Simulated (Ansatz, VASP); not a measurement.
One calculation of Pt, two programs

Contents of POSCAR:

```
Pt
1.0
    2.8148100603      0.0000000000      0.0000000000
   -1.4074050301      2.4376970190      0.0000000000
    0.0000000000      0.0000000000      4.8861212732
Pt
2
Direct
    0.3333333333      0.6666666667      0.2500000000
    0.6666666667      0.3333333333      0.7500000000
```

Contents of INCAR.step1:

```
SYSTEM = Pt
PREC = Accurate
ENCUT = 520
EDIFF = 1E-5
ISMEAR = -1
SIGMA = 0.05
LREAL = .False.
LASPH = .True.
NELM = 100
ALGO = Normal
ISIF = 2
LWAVE = .True.
LCHARG = .False.
GGA = PE
NBANDS = 17
```

INCAR.step2

```
SYSTEM = Pt
PREC = Accurate
ENCUT = 520
EDIFF = 1E-7
ISMEAR = -1
SIGMA = 0.05
LREAL = .False.
LASPH = .True.
NELM = 100
ALGO = Normal
ISIF = 2
LWAVE = .False.
LCHARG = .False.
GGA = PE
LHFCALC = .True.
HFSCREEN = 0.2079
PRECFOCK = Normal
ISTART = 1
NBANDS = 17
```

Contents of KPOINTS:

```
Automatic mesh
0
Gamma
  6 6 4
  0 0 0
```

File input:

```
crystal:
  lattice:
    - [2.8148100603, 0.0, 0.0]
    - [-1.4074050301, 2.437697019, 0.0]
    - [0.0, 0.0, 4.8861212732]
  atoms:
    - { symbol: Pt, position: [0.3333333333, 0.6666666667, 0.25] }
    - { symbol: Pt, position: [0.6666666667, 0.3333333333, 0.75] }
hamiltonian:
  xc: hse06
  pseudopotentials: { kind: paw }
kpoints:
  mp_grid: { grid: [6, 6, 4] }
scf:
  occupations: { method: fermi_dirac, width: 0.05 }
output:
  forces: true
  stress: true
  eigenvalues: true
```

Alike in both runs: task single point; functional HSE06; k mesh 6 × 6 × 4; occupations fermi-dirac, width 0.05 eV; no spin polarisation.

```csv
,VASP,Ansatz
version,VASP 6.6.1,Ansatz 0.2.0
potentials or method,"VASP PAW PBE potentials, release 64 (Pt)",Ansatz PAW
plane-wave cutoff (eV),520,420
valence electrons in the cell,20,36
```

```csv
,VASP,Ansatz,Ansatz less VASP
gap on the k mesh at the Fermi level (eV),none,none,-
pressure (GPa),-20.2,-20.5,-0.28
"traceless stress, the component that is largest in VASP (GPa)",1.32,1.39,+0.070
```

A gap of «none» marks a metal or a gap that the smearing closes. VASP's potentials hold 20 valence electrons a cell and Ansatz's 36, so a difference there can come from the potentials and not from the codes.

The k mesh is coarse, so the values compare programs but aren't converged. Spin-orbit coupling is off throughout.
